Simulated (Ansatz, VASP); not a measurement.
**One calculation of BAs, two programs**

```
B As
1.0
     0.00000    2.38850    2.38850
     2.38850    0.00000    2.38850
     2.38850    2.38850    0.00000
B As
1 1
Cartesian
  0.0000 0.0000 0.0000
  3.5828 3.5828 3.5828
```

Alike in both runs: task single point; functional revPBE; dispersion D3(BJ); k mesh 8 × 8 × 8; occupations gaussian, width 0.05 eV; no spin polarisation.

|  | VASP | Ansatz |
| --- | --- | --- |
| version | VASP 6.6.1 | Ansatz 0.2.0 |
| potentials or method | VASP PAW PBE potentials, release 64 (B, As), cutoff 500 eV | scalar-relativistic, plane waves, PAW |
| valence electrons in the cell | 8 | 18 |

```csv
,VASP,Ansatz,Ansatz less VASP
gap on the k mesh at the Fermi level (eV),1.21,1.22,+0.010
least direct gap on the mesh (eV),3.27,3.28,+0.006
pressure (GPa),-2.4,-3.0,-0.60
```

VASP's potentials were made for PBE, not for revPBE. VASP's potentials hold 8 valence electrons a cell and Ansatz's 18, so a difference there can come from the potentials and not from the codes.
